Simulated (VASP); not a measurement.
# KCl (P2_1/m) in VASP: single point with PBE

Aim: the single point of KCl with PBE.

All numbers are computed with VASP 6.6.1; they aren't measurements. Logs are shortened: lines on timing, memory, paths and dates and some standing lists are left out, and cuts for length are marked.

### Step 1. The cell of the first run

It takes space group P2_1/m (No. 11, monoclinic). Conventional cell: a = 4.320 Å, b = 7.636 Å, c = 4.340 Å, α = 90.00°, β = 119.53°, γ = 90.00°. K (site symmetry -1) has 6 Cl at 3.15 Å and 2 K at 3.82 Å within 4.1 Å. Within 4.1 Å of Cl (site symmetry m) lie 6 K at 3.15 Å.

### Step 2. Single point, PBE (shear xy strain -1.1%)

INCAR

```
SYSTEM = KCl
  ALGO = Normal
  EDIFF = 1E-6
  ENCUT = 520
  GGA = PE
  ISIF = 2
  ISMEAR = -1
  LASPH = .TRUE.
  LCHARG = .FALSE.
  LREAL = .FALSE.
  LWAVE = .FALSE.
  NBANDS = 24
  NELM = 100
  PREC = Accurate
  SIGMA = 0.02
```

KPOINTS

```
k-points
0
G
  12 12 4
  0 0 0
```

POSCAR

```
KCl
1.0
    4.3400788661     -0.0236534298      0.0000000000
   -2.1905239042      3.7704452674      0.0000000000
    0.0000000000      0.0000000000      7.6359739997
K Cl
2 2
Direct
    0.0000000000      0.0000000000      0.0000000000
    0.0000000000      0.0000000000      0.5000000000
    0.3309277438      0.6666277653      0.2500000000
    0.6690722562      0.3333722347      0.7500000000
```

Potentials or basis: VASP PAW PBE potentials, release 64 (K_sv, Cl).

On the command line:

```
$ cat potpaw_PBE.64/K_sv/POTCAR potpaw_PBE.64/Cl/POTCAR > POTCAR
$ mpirun -np 1 vasp_std > vasp.out
```

OUTCAR:

```text
SYSTEM = KCl
   EDIFF = 1E-6
   ENCUT = 520
   GGA = PE
   ISIF = 2
   ISMEAR = -1
   LASPH = .TRUE.
   LREAL = .FALSE.
   NELM = 100
   PREC = Accurate

 ion  position               nearest neighbor table
   1  0.000  0.000  0.000-   4 3.15   3 3.15   4 3.15   3 3.15   3 3.15   4 3.15
   2  0.000  0.000  0.500-   4 3.15   3 3.15   4 3.15   3 3.15   3 3.15   4 3.15
   3  0.331  0.667  0.250-   1 3.15   2 3.15   1 3.15   2 3.15   1 3.15   2 3.15
   4  0.669  0.333  0.750-   1 3.15   2 3.15   1 3.15   2 3.15   1 3.15   2 3.15

  LATTYP: Found a simple monoclinic cell.
 ALAT       =     4.3196105853
 B/A-ratio  =     1.7677459227
 C/A-ratio  =     1.0047533766
 COS(beta)  =    -0.4928924228

  Lattice vectors:

 A1 = (   2.1495549619,   3.7467918376,   0.0000000000)
 A2 = (   0.0000000000,   0.0000000000,  -7.6359739997)
 A3 = (  -4.3400788661,   0.0236534298,   0.0000000000)

Analysis of symmetry for initial positions (statically):
=====================================================================
 Subroutine PRICEL returns:
 Original cell was already a primitive cell.

 Routine SETGRP: Setting up the symmetry group for a
 simple monoclinic supercell.

 Subroutine GETGRP returns: Found  4 space group operations
 (whereof  2 operations were pure point group operations)
 out of a pool of  4 trial point group operations.

The static configuration has the point symmetry S_2 .
 The point group associated with its full space group is C_2h.

Analysis of symmetry for dynamics (positions and initial velocities):
=====================================================================
 Subroutine PRICEL returns:
 Original cell was already a primitive cell.

 Routine SETGRP: Setting up the symmetry group for a
 simple monoclinic supercell.

 Subroutine GETGRP returns: Found  4 space group operations
 (whereof  2 operations were pure point group operations)
 out of a pool of  4 trial point group operations.

The dynamic configuration has the point symmetry S_2 .
 The point group associated with its full space group is C_2h.

 Subroutine INISYM returns: Found  4 space group operations
 (whereof  2 operations are pure point group operations),
 and found     1 'primitive' translations

----------------------------------------------------------------------------------------

                                     Primitive cell

  volume of cell :     124.5597

  direct lattice vectors                    reciprocal lattice vectors
     4.340078866 -0.023653430  0.000000000     0.231142425  0.134287325  0.000000000
    -2.190523904  3.770445267  0.000000000     0.001450044  0.266063100  0.000000000
     0.000000000  0.000000000  7.635974000     0.000000000  0.000000000  0.130959063

  length of vectors
     4.340143321  4.360579375  7.635974000     0.267319858  0.266067051  0.130959063

  position of ions in fractional coordinates (direct lattice)
     0.000000000  0.000000000  0.000000000
     0.000000000  0.000000000  0.500000000
     0.330927744  0.666627765  0.250000000
     0.669072256  0.333372235  0.750000000

  ion indices of the primitive-cell ions
   primitive index   ion index
                 1           1
                 2           2
                 3           3
                 4           4

----------------------------------------------------------------------------------------

 KPOINTS: k-points

Automatic generation of k-mesh.
 Grid dimensions read from file:
 generate k-points for:   12   12    4

 Generating k-lattice:

  Cartesian coordinates                     Fractional coordinates (reciprocal lattice)
     0.019261869  0.011190610  0.000000000     0.083333333  0.000000000  0.000000000
     0.000120837  0.022171925  0.000000000     0.000000000  0.083333333  0.000000000
     0.000000000  0.000000000  0.032739766     0.000000000  0.000000000  0.250000000

  Length of vectors
     0.022276655  0.022172254  0.032739766

  Shift w.r.t. Gamma in fractional coordinates (k-lattice)
     0.000000000  0.000000000  0.000000000

 Subroutine IBZKPT returns following result:
 ===========================================

 Found    222 irreducible k-points:

 Following reciprocal coordinates:
            Coordinates               Weight
  0.000000  0.000000  0.000000      1.000000
  0.083333  0.000000  0.000000      2.000000
  0.166667  0.000000  0.000000      2.000000
  0.250000  0.000000  0.000000      2.000000
  0.333333  0.000000  0.000000      2.000000
  0.416667  0.000000  0.000000      2.000000
[... 16 lines left out ...]
  0.250000  0.166667  0.000000      2.000000
  0.333333  0.166667  0.000000      2.000000
 [... further k-points ...]
   k-points           NKPTS =    222   k-points in BZ     NKDIM =    222   number of bands    NBANDS=     24
   number of dos      NEDOS =    301   number of ions     NIONS =      4
   total plane-waves  NPLWV =  61440
   dimension x,y,z NGX =    32 NGY =   32 NGZ =   60
   dimension x,y,z NGXF=    64 NGYF=   64 NGZF=  120
   ions per type =               2   2
   NGX,Y,Z   is equivalent  to a cutoff of  12.26, 12.20, 13.06 a.u.
   NGXF,Y,Z  is equivalent  to a cutoff of  24.51, 24.40, 26.13 a.u.
 SYSTEM =  KCl
   PREC   = accura    normal or accurate (medium, high low for compatibility)
   ISTART =      0    job   : 0-new  1-cont  2-samecut
   ICHARG =      2    charge: 1-file 2-atom 10-const
   ISPIN  =      1    spin polarized calculation?
   LNONCOLLINEAR =      F non collinear calculations
   LSORBIT =      F    spin-orbit coupling
   LASPH  =      T    aspherical Exc in radial PAW
   ENCUT  =  520.0 eV  38.22 Ry    6.18 a.u.   8.07  8.11 14.20*2*pi/ulx,y,z
   NELM   =    100;   NELMIN=  2; NELMDL= -5     # of ELM steps
   EDIFF  = 0.1E-05   stopping-criterion for ELM
   LREAL  =      F    real-space projection
   EDIFFG = 0.1E-04   stopping-criterion for IOM
   NSW    =      0    number of steps for IOM
   IBRION =     -1    ionic relax: 0-MD 1-quasi-New 2-CG
   NFREE  =      0    steps in history (QN), initial steepest desc. (CG)
   ISIF   =      2    stress and relaxation
   ISYM   =      2    0-nonsym 1-usesym 2-fastsym
   POTIM  = 0.5000    time-step for ionic-motion
   TEBEG  =    0.0;   TEEND  =   0.0 temperature during run
   PSTRESS=    0.0 pullay stress
   NELECT =      32.0000    total number of electrons
   NUPDOWN=      -1.0000    fix difference up-down
   EMIN   =  10.00;   EMAX   =-10.00  energy-range for DOS
   EFERMI =   0.00;   METHOD = LEGACY
   ISMEAR =    -1;   SIGMA  =   0.02  broadening in eV -4-tet -1-fermi 0-gaus
   EFERMI_NEDOS =   21; number of points for ismear=-14 and -15
   IALGO  =     38    algorithm
   IMIX   =      4    mixing-type and parameters
     AMIX     =   0.40;   BMIX     =  1.00
     AMIX_MAG =   1.60;   BMIX_MAG =  1.00
  volume/ion in A,a.u.               =      31.14       210.14
  Fermi-wavevector in a.u.,A,eV,Ry     =   1.040716  1.966669 14.736339  1.083090
  Thomas-Fermi vector in A             =   2.175305
   LORBIT       =      0    0 simple, 1 ext, 2 COOP (PROOUT), +10 PAW based schemes
   GGA     = PE    functional components
   LHFCALC =     F    Hartree Fock is set to
   AEXX    =    0.0000 exact exchange contribution
   IVDW    =     0    specifies the selected vdW correction
   LEPSILON=     F    determine dielectric tensor
   LRPA    =     F    only Hartree local field effects (RPA)
 non-spin polarized calculation
  energy-cutoff  :      520.00
  volume of cell :      124.56
 maximum number of plane-waves:      3384
   NGX = 17   NGY = 17   NGZ = 29

 number of electron      31.9999998 magnetization

 Free energy of the ion-electron system (eV)
  ---------------------------------------------------
  ext. energy  EPLUGINS =         0.00000000
  ---------------------------------------------------
  free energy    TOTEN  =       -13.49271535 eV

  energy without entropy =      -13.49271535  energy(sigma->0) =      -13.49271535

 E-fermi :  -1.3282     XC(G=0):  -7.5384

 val. band max:       -1.7594738796   @ k =   0.0000   0.0000   0.0000
 cond. band min:       3.3546645712   @ k =   0.0000   0.0000   0.0000
 fundamental gap:      5.1141384508
 Fermi energy:        -1.3282160325

 k-point     1 :       0.0000    0.0000    0.0000
  band No.  band energies     occupation
      1     -29.1384      2.00000
      2     -29.1173      2.00000
      3     -14.1979      2.00000
      4     -13.9433      2.00000
      5     -12.6000      2.00000
      6     -12.5998      2.00000
[... 16 lines left out ...]
     23       7.0174      0.00000
     24       7.0828      0.00000

 k-point     2 :       0.0833    0.0000    0.0000
  band No.  band energies     occupation
      1     -29.1377      2.00000
      2     -29.1167      2.00000
      3     -14.1803      2.00000
      4     -13.9553      2.00000
      5     -12.6024      2.00000
      6     -12.5854      2.00000
[... 16 lines left out ...]
     23       7.0684      0.00000
     24       7.1067      0.00000

 k-point     3 :       0.1667    0.0000    0.0000
  band No.  band energies     occupation
      1     -29.1359      2.00000
      2     -29.1151      2.00000
      3     -14.1321      2.00000
      4     -13.9847      2.00000
      5     -12.6094      2.00000
      6     -12.5996      2.00000
[... 16 lines left out ...]
     23       7.3271      0.00000
     24       7.4325      0.00000

 k-point     4 :       0.2500    0.0000    0.0000
  band No.  band energies     occupation
      1     -29.1334      2.00000
      2     -29.1130      2.00000
      3     -14.0808      2.00000
      4     -14.0004      2.00000
      5     -12.6345      2.00000
      6     -12.6190      2.00000
[... 16 lines left out ...]
     23       7.6890      0.00000
     24       7.7635      0.00000

 k-point     5 :       0.3333    0.0000    0.0000
  band No.  band energies     occupation
      1     -29.1309      2.00000
      2     -29.1109      2.00000
      3     -14.0920      2.00000
      4     -13.9398      2.00000
      5     -12.6692      2.00000
      6     -12.6690      2.00000
[... 451 lines left out ...]
 k-point    22 :       0.1667    0.1667    0.0000
  band No.  band energies     occupation
      1     -29.1322      2.00000
      2     -29.1120      2.00000
      3     -14.0339      2.00000
      4     -14.0288      2.00000
      5     -12.6622      2.00000
      6     -12.6462      2.00000
[... 16 lines left out ...]
     23       7.8724      0.00000
     24       7.9825      0.00000

 k-point    23 :       0.2500    0.1667    0.0000
  band No.  band energies     occupation
      1     -29.1300      2.00000
      2     -29.1102      2.00000
      3     -14.0574      2.00000
      4     -13.9635      2.00000
      5     -12.7163      2.00000
      6     -12.6696      2.00000
[... 16 lines left out ...]
     23       8.1827      0.00000
     24       8.3759      0.00000

 k-point    24 :       0.3333    0.1667    0.0000
  band No.  band energies     occupation
      1     -29.1285      2.00000
      2     -29.1089      2.00000
      3     -14.0744      2.00000
      4     -13.9103      2.00000
      5     -12.7648      2.00000
      6     -12.6855      2.00000
[... 16 lines left out ...]
     23       8.3781      0.00000
     24       8.5706      0.00000

 [... further k-points ...]
[... 5 lines left out ...]
  --------------------------------------------------------------------------------------
  -------------------------------------------------------------------------------------
  Total        0.6217270      0.6238683      0.6616316      0.0552370      0.0000000      0.0000000
  in kB        7.9971070      8.0246501      8.5103891      0.7104986      0.0000000      0.0000000
  external PRESSURE =       8.1773821 kB  Pullay stress =       0.0000000 kB

 VOLUME and BASIS-vectors are now :
 -----------------------------------------------------------------------------
  energy-cutoff  :      520.00
  volume of cell :      124.56
      direct lattice vectors                 reciprocal lattice vectors
     4.340078866 -0.023653430  0.000000000     0.231142425  0.134287325  0.000000000
    -2.190523904  3.770445267  0.000000000     0.001450044  0.266063100  0.000000000
     0.000000000  0.000000000  7.635974000     0.000000000  0.000000000  0.130959063

 POSITION                                       TOTAL-FORCE (eV/Angst)
 -----------------------------------------------------------------------------------
      0.00000      0.00000      0.00000         0.000000      0.000000      0.000000
      0.00000      0.00000      3.81799         0.000000      0.000000      0.000000
     -0.02401      2.50566      1.90899        -0.000437      0.000096      0.000000
      2.17357      1.24114      5.72698         0.000437     -0.000096      0.000000
 -----------------------------------------------------------------------------------
    total drift:                                0.000000     -0.000000      0.000000

  FREE ENERGIE OF THE ION-ELECTRON SYSTEM (eV)
  ---------------------------------------------------
  free  energy   TOTEN  =       -13.4927153486 eV

  energy  without entropy=      -13.4927153485  energy(sigma->0) =      -13.49271535
```

Run time: 8.9 min. Hardware: 1 thread of Intel Xeon Platinum 8259CL at 2.50GHz (Skylake/Cascade Lake), shared host; peak memory 0.62 GiB.

Results:

- Free energy: -13.4927 eV
- Pressure: 0.8 GPa
- Band gap on the k mesh: 5.11 eV, direct

Caveat: the cell differs from its parent crystal (shear xy strain -1.1%).
